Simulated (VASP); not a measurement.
A run of VASP 6.6.1:

File POSCAR:

```
Ag2BrCl
1.0
    2.0076808311      1.1591350683      6.6972323496
   -2.0076808311      1.1591350683      6.6972323496
    0.0000000000     -2.3182701366      6.6972323496
Cl Br Ag
1 1 2
Direct
    1.0000000000      0.0000000000      0.0000000000
    0.5000000000      0.5000000000      0.5000000000
    0.2533778008      0.2533778008      0.2533778008
    0.7466221992      0.7466221992      0.7466221992
```

The input INCAR.step1:

```
SYSTEM = Ag2BrCl
ALGO = Normal
EDIFF = 1E-4
ENCUT = 520
GGA = PE
ISMEAR = 0
LASPH = .True.
LCHARG = .False.
LREAL = .False.
LWAVE = .True.
NBANDS = 26
NELM = 100
PREC = Accurate
SIGMA = 0.01
```

File INCAR.step2:

```
SYSTEM = Ag2BrCl
ALGO = Normal
EDIFF = 1E-6
ENCUT = 520
ISIF = 2
ISMEAR = 0
ISTART = 1
LASPH = .True.
LCHARG = .False.
LMIXTAU = .True.
LREAL = .False.
LWAVE = .False.
METAGGA = R2SCAN
NBANDS = 26
NELM = 100
PREC = Accurate
SIGMA = 0.01
```

File KPOINTS:

```
k-points
0
Gamma
  8 8 8
  0 0 0
```

Potentials or basis: VASP PAW PBE potentials, release 64 (Cl, Br, Ag).

Command:

```bash
$ cat potpaw_PBE.64/Cl/POTCAR potpaw_PBE.64/Br/POTCAR potpaw_PBE.64/Ag/POTCAR > POTCAR
$ cp INCAR.step1 INCAR
$ mpirun -np 1 vasp_std > vasp.out
$ cp INCAR.step2 INCAR
$ mpirun -np 1 vasp_std > vasp.out
```

Hardware: 1 thread of Intel(R) Xeon(R) Platinum 8259CL CPU @ 2.50GHz (Skylake/Cascade Lake) (shared host).

Q: How long does it take, and how much memory?

A: Wall time 25 min on 1 thread of Intel(R) Xeon(R) Platinum 8259CL CPU @ 2.50GHz (Skylake/Cascade Lake) (shared host), peak memory 0.53 GiB. Counts: k points 65.
